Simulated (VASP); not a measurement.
# Bi2Te3 in VASP: notebook

Bi2Te3 is run at these levels: PBE+D3(BJ); tasks: relaxation of the atoms, single point.

All numbers are computed with VASP 6.6.1; they aren't measurements. Logs are shortened: lines on timing, memory, paths and dates and some standing lists are left out, and cuts for length are marked.

## (1) The cell of the first run

The cell holds a slab with vacuum, 5 atoms: a = 4.524 Å, b = 4.524 Å, c = 41.030 Å, α = 90.00°, β = 90.00°, γ = 120.00°.

## (2) Relaxation of the atoms, PBE+D3(BJ) (biaxial strain +0.040)

The input, INCAR:

```
SYSTEM = Bi2Te3
PREC = Accurate
ENCUT = 520
EDIFF = 1E-6
ISMEAR = 0
SIGMA = 0.02
LREAL = .FALSE.
LASPH = .TRUE.
NELM = 60
ALGO = Normal
ISIF = 2
LWAVE = .FALSE.
LCHARG = .FALSE.
LDIPOL = .TRUE.
IDIPOL = 3
DIPOL = 0.5 0.5 0.500
GGA = PE
IVDW = 12
IBRION = 2
NSW = 60
EDIFFG = -0.01
KPAR = 4
```

The input, KPOINTS:

```
Automatic mesh
0
G
  6 6 1
  0 0 0
```

The input, POSCAR:

```
Bi2Te3
1.0
    4.5237281585      0.0000000000      0.0000000000
   -2.2618640793      3.9176635050      0.0000000000
    0.0000000000      0.0000000000     41.0301608556
Te Bi
3 2
Direct
    0.0000000000      0.0000000000      0.4076965287
    0.6666666667      0.3333333333      0.5000000000
    0.3333333333      0.6666666667      0.5923034713
    0.3333333333      0.6666666667      0.4501853782
    0.0000000000      0.0000000000      0.5498146218
```

Potentials or basis: VASP PAW PBE potentials, release 64 (Te, Bi_d).

Launch:

```bash
$ cat potpaw_PBE.64/Te/POTCAR potpaw_PBE.64/Bi_d/POTCAR > POTCAR
$ mpirun -np 4 vasp_std > vasp.out
```

OUTCAR:

```text
SYSTEM = Bi2Te3
   PREC = Accurate
   ENCUT = 520
   EDIFF = 1E-6
   ISMEAR = 0
   LREAL = .FALSE.
   LASPH = .TRUE.
   NELM = 60
   ISIF = 2
   GGA = PE
   IVDW = 12
   IBRION = 2
   NSW = 60
   EDIFFG = -0.01
 IVDW          = 12

 ion  position               nearest neighbor table
   1  0.000  0.000  0.408-   4 3.14   4 3.14   4 3.14
   2  0.667  0.333  0.500-   4 3.32   4 3.32   5 3.32   5 3.32   5 3.32   4 3.32
   3  0.333  0.667  0.592-   5 3.14   5 3.14   5 3.14
   4  0.333  0.667  0.450-   1 3.14   1 3.14   1 3.14   2 3.32   2 3.32   2 3.32
   5  0.000  0.000  0.550-   3 3.14   3 3.14   3 3.14   2 3.32   2 3.32   2 3.32

  LATTYP: Found a hexagonal cell.
 ALAT       =     4.5237281585
 C/A-ratio  =     9.0699881642

  Lattice vectors:

 A1 = (   4.5237281585,   0.0000000000,   0.0000000000)
 A2 = (  -2.2618640793,   3.9176635050,   0.0000000000)
 A3 = (   0.0000000000,   0.0000000000,  41.0301608556)

Analysis of symmetry for initial positions (statically):
=====================================================================
 Subroutine PRICEL returns:
 Original cell was already a primitive cell.

 Routine SETGRP: Setting up the symmetry group for a
 hexagonal supercell.

 Subroutine GETGRP returns: Found 12 space group operations
 (whereof  6 operations were pure point group operations)
 out of a pool of 24 trial point group operations.

The static configuration has the point symmetry C_3v.
 The point group associated with its full space group is D_3d.

Analysis of symmetry for dynamics (positions and initial velocities):
=====================================================================
 Subroutine PRICEL returns:
 Original cell was already a primitive cell.

 Routine SETGRP: Setting up the symmetry group for a
 hexagonal supercell.

 Subroutine GETGRP returns: Found 12 space group operations
 (whereof  6 operations were pure point group operations)
 out of a pool of 24 trial point group operations.

The dynamic configuration has the point symmetry C_3v.
 The point group associated with its full space group is D_3d.

 Subroutine INISYM returns: Found 12 space group operations
 (whereof  6 operations are pure point group operations),
 and found     1 'primitive' translations

----------------------------------------------------------------------------------------

                                     Primitive cell

  volume of cell :     727.1548

  direct lattice vectors                    reciprocal lattice vectors
     4.523728158  0.000000000  0.000000000     0.221056608  0.127627092  0.000000000
    -2.261864079  3.917663505  0.000000000     0.000000000  0.255254184  0.000000000
     0.000000000  0.000000000 41.030160856     0.000000000  0.000000000  0.024372315

  length of vectors
     4.523728158  4.523728158 41.030160856     0.255254184  0.255254184  0.024372315

  position of ions in fractional coordinates (direct lattice)
     0.000000000  0.000000000  0.407696529
     0.666666667  0.333333333  0.500000000
     0.333333333  0.666666667  0.592303471
     0.333333333  0.666666667  0.450185378
     0.000000000  0.000000000  0.549814622

  ion indices of the primitive-cell ions
   primitive index   ion index
                 1           1
                 2           2
                 3           3
                 4           4
                 5           5

----------------------------------------------------------------------------------------

 KPOINTS: Automatic mesh

Automatic generation of k-mesh.
 Grid dimensions read from file:
 generate k-points for:    6    6    1

 Generating k-lattice:

  Cartesian coordinates                     Fractional coordinates (reciprocal lattice)
     0.036842768  0.021271182  0.000000000     0.166666667  0.000000000  0.000000000
     0.000000000  0.042542364  0.000000000     0.000000000  0.166666667  0.000000000
     0.000000000  0.000000000  0.024372315     0.000000000  0.000000000  1.000000000

  Length of vectors
     0.042542364  0.042542364  0.024372315

  Shift w.r.t. Gamma in fractional coordinates (k-lattice)
     0.000000000  0.000000000  0.000000000

 Subroutine IBZKPT returns following result:
 ===========================================

 Found      7 irreducible k-points:

 Following reciprocal coordinates:
            Coordinates               Weight
  0.000000  0.000000  0.000000      1.000000
  0.166667  0.000000  0.000000      6.000000
  0.333333  0.000000  0.000000      6.000000
  0.500000  0.000000  0.000000      3.000000
  0.166667  0.166667  0.000000      6.000000
  0.333333  0.166667  0.000000     12.000000
  0.333333  0.333333  0.000000      2.000000
   k-points           NKPTS =      7   k-points in BZ     NKDIM =      7   number of bands    NBANDS=     28
   number of dos      NEDOS =    301   number of ions     NIONS =      5
   total plane-waves  NPLWV = 414720
   dimension x,y,z NGX =    36 NGY =   36 NGZ =  320
   dimension x,y,z NGXF=    72 NGYF=   72 NGZF=  640
   ions per type =               3   2
   NGX,Y,Z   is equivalent  to a cutoff of  13.23, 13.23, 12.97 a.u.
   NGXF,Y,Z  is equivalent  to a cutoff of  26.46, 26.46, 25.93 a.u.
 SYSTEM =  Bi2Te3
   PREC   = accura    normal or accurate (medium, high low for compatibility)
   ISTART =      0    job   : 0-new  1-cont  2-samecut
   ICHARG =      2    charge: 1-file 2-atom 10-const
   ISPIN  =      1    spin polarized calculation?
   LNONCOLLINEAR =      F non collinear calculations
   LSORBIT =      F    spin-orbit coupling
   LASPH  =      T    aspherical Exc in radial PAW
   ENCUT  =  520.0 eV  38.22 Ry    6.18 a.u.   8.41  8.41 76.29*2*pi/ulx,y,z
   NELM   =     60;   NELMIN=  2; NELMDL= -5     # of ELM steps
   EDIFF  = 0.1E-05   stopping-criterion for ELM
   LREAL  =      F    real-space projection
   EDIFFG = -.1E-01   stopping-criterion for IOM
   NSW    =     60    number of steps for IOM
   IBRION =      2    ionic relax: 0-MD 1-quasi-New 2-CG
   NFREE  =      1    steps in history (QN), initial steepest desc. (CG)
   ISIF   =      2    stress and relaxation
   ISYM   =      2    0-nonsym 1-usesym 2-fastsym
   POTIM  = 0.5000    time-step for ionic-motion
   TEBEG  =    0.0;   TEEND  =   0.0 temperature during run
   PSTRESS=    0.0 pullay stress
   NELECT =      48.0000    total number of electrons
   NUPDOWN=      -1.0000    fix difference up-down
   EMIN   =  10.00;   EMAX   =-10.00  energy-range for DOS
   EFERMI =   0.00;   METHOD = LEGACY
   ISMEAR =     0;   SIGMA  =   0.02  broadening in eV -4-tet -1-fermi 0-gaus
   EFERMI_NEDOS =   21; number of points for ismear=-14 and -15
   IALGO  =     38    algorithm
   IMIX   =      4    mixing-type and parameters
     AMIX     =   0.40;   BMIX     =  1.00
     AMIX_MAG =   1.60;   BMIX_MAG =  1.00
  volume/ion in A,a.u.               =     145.43       981.42
  Fermi-wavevector in a.u.,A,eV,Ry     =   0.661627  1.250293  5.955947  0.437750
  Thomas-Fermi vector in A             =   1.734444
   LORBIT       =      0    0 simple, 1 ext, 2 COOP (PROOUT), +10 PAW based schemes
   GGA     = PE    functional components
   LHFCALC =     F    Hartree Fock is set to
   AEXX    =    0.0000 exact exchange contribution
   IVDW    =    12    specifies the selected vdW correction
   LEPSILON=     F    determine dielectric tensor
   LRPA    =     F    only Hartree local field effects (RPA)
 conjugate gradient relaxation of ions
 non-spin polarized calculation
 Gauss-broadening in eV      SIGMA  =   0.02
  energy-cutoff  :      520.00
  volume of cell :      727.15
 maximum number of plane-waves:     19791
 NGX is ok and might be reduce to    36
   NGX = 17   NGY = 17   NGZ =153

--------------------------------------- Ionic step        1  -------------------------------------------

 number of electron      48.0000001 magnetization

 Free energy of the ion-electron system (eV)
  ---------------------------------------------------
  ext. energy  EPLUGINS =         0.00000000
  ---------------------------------------------------
  free energy    TOTEN  =       -18.29513359 eV

  energy without entropy =      -18.29513359  energy(sigma->0) =      -18.29513359

------------------------ aborting loop because EDIFF is reached ----------------------------------------

 Edisp (eV)   -1.64043

 E8    (eV) :    -0.8071

  FORCE on cell =-STRESS in cart. coord.  units (eV):
  Direction    XX          YY          ZZ          XY          YZ          ZX
  --------------------------------------------------------------------------------------
  -------------------------------------------------------------------------------------
  Total      -4.20857    -4.20857    -2.81001     0.00000    -0.00000    -0.00000
  in kB      -9.27297    -9.27297    -6.19145     0.00000    -0.00000    -0.00000
  external pressure =       -8.25 kB  Pullay stress =        0.00 kB

 VOLUME and BASIS-vectors are now :
 -----------------------------------------------------------------------------
  energy-cutoff  :      520.00
  volume of cell :      727.15
      direct lattice vectors                 reciprocal lattice vectors
     4.523728158  0.000000000  0.000000000     0.221056608  0.127627092  0.000000000
    -2.261864079  3.917663505  0.000000000     0.000000000  0.255254184  0.000000000
     0.000000000  0.000000000 41.030160856     0.000000000  0.000000000  0.024372315
[... 302 lines left out ...]
 POSITION                                       TOTAL-FORCE (eV/Angst)
 -----------------------------------------------------------------------------------
     -2.26186      3.91766     16.88632        -0.000000     -0.000000     -0.012643
      2.26186      1.30589     20.51508        -0.000000     -0.000000      0.000000
     -0.00000      2.61178     24.14385         0.000000     -0.000000      0.012643
     -0.00000      2.61178     18.54696        -0.000000      0.000000      0.009305
      4.52373      0.00000     22.48320         0.000000     -0.000000     -0.009305
 -----------------------------------------------------------------------------------
    total drift:                                0.000000     -0.000000      0.000000

  FREE ENERGIE OF THE ION-ELECTRON SYSTEM (eV)
  ---------------------------------------------------
  free  energy   TOTEN  =       -19.9948546655 eV

  energy  without entropy=      -19.9948546655  energy(sigma->0) =      -19.99485467

 dipolmoment           0.000000      0.000000      0.000000 electrons x Angstroem

--------------------------------------- Ionic step        9  -------------------------------------------

 number of electron      47.9999997 magnetization

 dipolmoment           0.000000      0.000000     -0.000000 electrons x Angstroem

 Free energy of the ion-electron system (eV)
  ---------------------------------------------------
  ext. energy  EPLUGINS =         0.00000000
  ---------------------------------------------------
  free energy    TOTEN  =       -18.30691519 eV

  energy without entropy =      -18.30691519  energy(sigma->0) =      -18.30691519

 E-fermi :  -2.8778     XC(G=0):  -2.5177

 val. band max:       -3.0344124000   @ k =   0.1667   0.0000   0.0000
 cond. band min:      -2.3020470106   @ k =   0.0000   0.0000   0.0000
 fundamental gap:      0.7323653894
 Fermi energy:        -2.8778258195

 k-point     1 :       0.0000    0.0000    0.0000
  band No.  band energies     occupation
      1     -25.5828      2.00000
      2     -25.5828      2.00000
      3     -25.5822      2.00000
      4     -25.5813      2.00000
      5     -25.5813      2.00000
      6     -25.5812      2.00000
[... 20 lines left out ...]
     27      -1.5223      0.00000
[... 185 lines left out ...]
     27      -0.3416      0.00000
     28       1.0535      0.00000

------------------------ aborting loop because EDIFF is reached ----------------------------------------

 vacuum level on the upper side and lower side of the slab       (xc-potential included)        -0.037        -0.037

 Edisp (eV)   -1.68796

 E8    (eV) :    -0.8316

  FORCE on cell =-STRESS in cart. coord.  units (eV):
  Direction    XX          YY          ZZ          XY          YZ          ZX
  --------------------------------------------------------------------------------------
  -------------------------------------------------------------------------------------
  Total      -2.75237    -2.75237    -0.04564     0.00000     0.00000     0.00000
  in kB      -6.06444    -6.06444    -0.10056     0.00000     0.00000     0.00000
  external pressure =       -4.08 kB  Pullay stress =        0.00 kB

 VOLUME and BASIS-vectors are now :
 -----------------------------------------------------------------------------
  energy-cutoff  :      520.00
  volume of cell :      727.15
      direct lattice vectors                 reciprocal lattice vectors
     4.523728158  0.000000000  0.000000000     0.221056608  0.127627092  0.000000000
    -2.261864079  3.917663505  0.000000000     0.000000000  0.255254184  0.000000000
     0.000000000  0.000000000 41.030160856     0.000000000  0.000000000  0.024372315

 POSITION                                       TOTAL-FORCE (eV/Angst)
 -----------------------------------------------------------------------------------
      0.00000      0.00000     16.88397         0.000000     -0.000000      0.003802
      2.26186      1.30589     20.51508         0.000000      0.000000     -0.000000
     -0.00000      2.61178     24.14619        -0.000000      0.000000     -0.003802
     -0.00000      2.61178     18.54786        -0.000000      0.000000     -0.009034
     -2.26186      3.91766     22.48230         0.000000     -0.000000      0.009034
 -----------------------------------------------------------------------------------
    total drift:                                0.000000     -0.000000      0.000000

  FREE ENERGIE OF THE ION-ELECTRON SYSTEM (eV)
  ---------------------------------------------------
  free  energy   TOTEN  =       -19.9948735681 eV

  energy  without entropy=      -19.9948735681  energy(sigma->0) =      -19.99487357

 reached required accuracy - stopping structural energy minimisation

 vacuum level on the upper side and lower side of the slab         2.527         2.527
```

It took 10 min on 4 MPI ranks of Intel Xeon Platinum 8259CL at 2.50GHz (Skylake/Cascade Lake), shared host; peak memory 0.99 GiB.

Results:

```yaml
Free_energy: -19.9949 eV
Energy_gained_by_relaxing: 11.9 meV/atom
Ionic_steps: 9
Largest_force_after_relaxing: 0.009 eV/Å
Band_gap_on_the_k_mesh: 0.73 eV (least direct gap 1.13 eV)
Dispersion_energy_per_atom: -0.338 eV
```

Forces in eV/Å, atoms in the order of the input:
```
Te   0.000  0.000  0.004
Te   0.000  0.000  0.000
Te   0.000  0.000 -0.004
Bi   0.000  0.000 -0.009
Bi   0.000  0.000  0.009
```

The path:
```csv
step,energy change (eV),largest force (eV/Å),pressure (GPa)
1,0.0000,0.4482,-0.82
2,-0.0175,0.3051,-0.75
3,-0.0276,0.2452,-0.63
4,-0.0354,0.2153,-0.60
5,-0.0522,0.1244,-0.52
6,-0.0556,0.0719,-0.32
7,-0.0593,0.0161,-0.40
8,-0.0593,0.0126,-0.40
9,-0.0593,0.0090,-0.41
```

Final structure:
```xyz
5
Lattice="4.5237 0.0000 0.0000 -2.2619 3.9177 0.0000 0.0000 0.0000 41.0302" Properties=species:S:1:pos:R:3 pbc="T T T"
Te    0.0000    0.0000   16.8840
Te    2.2619    1.3059   20.5151
Te    0.0000    2.6118   24.1462
Bi    0.0000    2.6118   18.5479
Bi   -2.2619    3.9177   22.4823
```

Levels at points of the mesh, in eV from the valence-band top:
```
           k point  band 20  band 21  band 22  band 23  band 24  band 25  band 26  band 27  band 28
(0.00, 0.00, 0.00)    -0.92    -0.58    -0.50    -0.39    -0.39     0.73     1.51     1.51     2.15
(0.50, 0.00, 0.00)    -1.88    -1.49    -0.69    -0.48    -0.44     1.56     2.38     2.69     3.37
```

Caveat: the cell differs from its parent crystal (biaxial strain +0.040); spin-orbit coupling is left out, which moves the levels of the heavy elements.

## (3) Single point, PBE+D3(BJ)

This run uses another cell than the first one: it holds 10 atoms, not 5.

The input, INCAR:

```
ALGO = Normal
DIPOL = 0.5 0.5 0.500
EDIFF = 1E-6
ENCUT = 400
GGA = PE
GGA_COMPAT = False
IDIPOL = 3
ISIF = 2
ISMEAR = 0
IVDW = 12
LASPH = True
LCHARG = False
LDIPOL = True
LREAL = False
LWAVE = False
NBANDS = 59
NELM = 120
NELMDL = -8
PREC = Accurate
SIGMA = 0.05
```

The input, KPOINTS:

```
k-points
0
Gamma
  9 9 1
```

The input, POSCAR:

```
Bi2Te3
1.0
    4.3850380749      0.0000000000      0.0000000000
   -2.1925190374      3.7975543694      0.0000000000
    0.0000000000      0.0000000000     34.6266470868
Te Bi
6 4
Direct
    0.0000000000      0.0000000000      0.2454756875
    0.6666666667      0.3333333333      0.3539915421
    0.3333333333      0.6666666667      0.4625073967
    0.6666666667      0.3333333333      0.5374565031
    0.3333333333      0.6666666667      0.6460240555
    0.0000000000      0.0000000000      0.7544681113
    0.3333333333      0.6666666667      0.2955198959
    0.0000000000      0.0000000000      0.4124631883
    0.0000000000      0.0000000000      0.5875304386
    0.6666666667      0.3333333333      0.7047361091
```

Potentials or basis: VASP PAW PBE potentials, release 64 (Te, Bi_d).

Launch:

```bash
$ cat potpaw_PBE.64/Te/POTCAR potpaw_PBE.64/Bi_d/POTCAR > POTCAR
$ mpirun -np 1 vasp_std > vasp.out
```

Run time: 9.1 min. Hardware: 1 thread of Oxide Virtual Turin-like, shared host; peak memory 0.53 GiB.

It converged, with:

```
Free energy                : -40.6717 eV
Largest force              : 0.074 eV/Å
Band gap on the k mesh     : 0.55 eV
Dispersion energy per atom : -0.401 eV
```

Forces on the atoms (eV/Å):
```
Te   0.000  0.000  0.048
Te   0.000  0.000  0.017
Te   0.000  0.000  0.017
Te   0.000  0.000 -0.014
Te   0.000  0.000 -0.001
Te   0.000  0.000  0.009
Bi   0.000  0.000 -0.074
Bi   0.000  0.000 -0.006
Bi   0.000  0.000  0.009
Bi   0.000  0.000 -0.007
```

Levels at points of the mesh, in eV from the valence-band top:
```tsv
k point	band 44	band 45	band 46	band 47	band 48	band 49	band 50	band 51	band 52	band 53
(0.00, 0.00, 0.00)	-0.80	-0.80	-0.67	-0.67	0.00	0.55	0.86	1.02	1.02	1.28
```

Caveat: spin-orbit coupling is left out, which moves the levels of the heavy elements.
